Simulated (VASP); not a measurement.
AlPdC4N4, 10 atoms in the cell. It takes space group P-43m (No. 215, cubic). The conventional cell has a = 5.840 Å, b = 5.840 Å, c = 5.840 Å, α = 90.00°, β = 90.00°, γ = 90.00°. Within 2.4 Å of Al (site symmetry -43m) lie 4 N at 1.84 Å. Pd (site symmetry -43m) has 4 C at 2.04 Å within 2.7 Å. Within 1.6 Å of C (site symmetry 3m) lie 1 N at 1.18 Å. Within 1.6 Å of N (site symmetry 3m) lie 1 C at 1.18 Å. 

| Property | Result |
| --- | --- |
| Program | VASP 6.6.1 |
| Task | single point |
| Functional | PBE |
| Potentials or basis | VASP PAW PBE potentials, release 64 (Al, Pd_sv_GW, C, N) |
| Cutoff | 700 eV |
| k mesh | 4 × 4 × 4 |
| Occupations | gaussian, width 0.1 eV |
| Spin | collinear spin |
| Starting moments | [0.0, 1.0, 0.0, 0.0, 0.0, 0.0, 0.0, 0.0, 0.0, 0.0] μB |
| Dipole correction | no |
| Further INCAR settings | ALGO = Normal; EDIFF = 1e-06; NBANDS = 44 |

Potentials or basis: VASP PAW PBE potentials, release 64 (Al, Pd_sv_GW, C, N).

The run is started by

```sh
$ cat potpaw_PBE.64/Al/POTCAR potpaw_PBE.64/Pd_sv_GW/POTCAR potpaw_PBE.64/C/POTCAR potpaw_PBE.64/N/POTCAR > POTCAR
$ mpirun -np 1 vasp_std > vasp.out
```

Hardware: 1 thread of AMD EPYC 7R43 64-Core Processor (Zen 3) (shared host).

Question: Estimate the wall time of this run.

Answer: Wall time 9.9 min on 1 thread of AMD EPYC 7R43 64-Core Processor (Zen 3) (shared host), peak memory 0.53 GiB. Counts: scf iterations 18, k points 10.
